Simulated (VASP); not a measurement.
Here is a VASP 6.6.1 calculation.

INCAR

```
SYSTEM = Si
PREC = Accurate
ENCUT = 520
EDIFF = 1E-6
ISMEAR = -1
SIGMA = 0.05
LREAL = Auto
LASPH = .True.
NELM = 60
ALGO = Normal
ISIF = 2
LWAVE = .False.
LCHARG = .False.
GGA = PE
NBANDS = 48
```

File KPOINTS:

```
Automatic mesh
0
Gamma
  2 2 2
  0 0 0
```

Contents of POSCAR:

```
Si
1.0
    0.0000000000      5.4300000000      5.4300000000
    5.4300000000      0.0000000000      5.4300000000
    5.4300000000      5.4300000000      0.0000000000
Si
17
Direct
    0.0159730203     -0.0053056169     -0.0050004604
    0.1241168508      0.1137700737      0.1387054328
    0.0048894107     -0.0197216390      0.5104098527
    0.1573946593      0.1103602210      0.6219629834
   -0.0153771639      0.4844434622      0.0470788214
    0.1240552486      0.6238294659      0.1388705341
    0.0046914365      0.5046209024      0.5105273481
    0.1095298343      0.6093865562      0.6718497238
    0.4950818600     -0.0051225599     -0.0051689687
    0.6488769797      0.1486311234      0.0544755064
    0.5213372928      0.0212236648      0.4365967772
    0.6108073665      0.1106086556      0.6217904236
    0.4949156538      0.5157434622     -0.0049922652
    0.6139408840      0.6238952118      0.1387613260
    0.4804643646      0.5047288214      0.5104662063
    0.6104771639      0.6573303867      0.6220189687
    0.7989209945      0.2988226519      0.6037314917
```

Potentials or basis: VASP PAW PBE potentials, release 64 (Si).

The run is started by

```sh
$ cat potpaw_PBE.64/Si/POTCAR > POTCAR
$ mpirun -np 1 vasp_std > vasp.out
```

Q: Predict the largest force.

A: 0.093 eV/Å.

Q: Predict the pressure.

A: 4.5 GPa.

Q: Estimate the band gap on the k mesh.

A: 0.09 eV.

Forces on the atoms (eV/Å):
```
Si  -0.004  0.000  0.009
Si   0.015  0.003  0.000
Si   0.024 -0.005  0.010
Si  -0.008  0.004  0.009
Si  -0.023 -0.024  0.013
Si   0.002  0.001 -0.015
Si  -0.004 -0.002 -0.023
Si  -0.019 -0.017  0.021
Si  -0.004 -0.003 -0.006
Si  -0.019 -0.021  0.010
Si  -0.007 -0.007  0.012
Si  -0.012 -0.012 -0.016
Si   0.002 -0.002  0.007
Si   0.003  0.014  0.001
Si  -0.004  0.020  0.008
Si   0.001 -0.008  0.008
Si   0.056  0.058 -0.048
```

Caveat: the k points lie up to 0.50 Å⁻¹ apart.
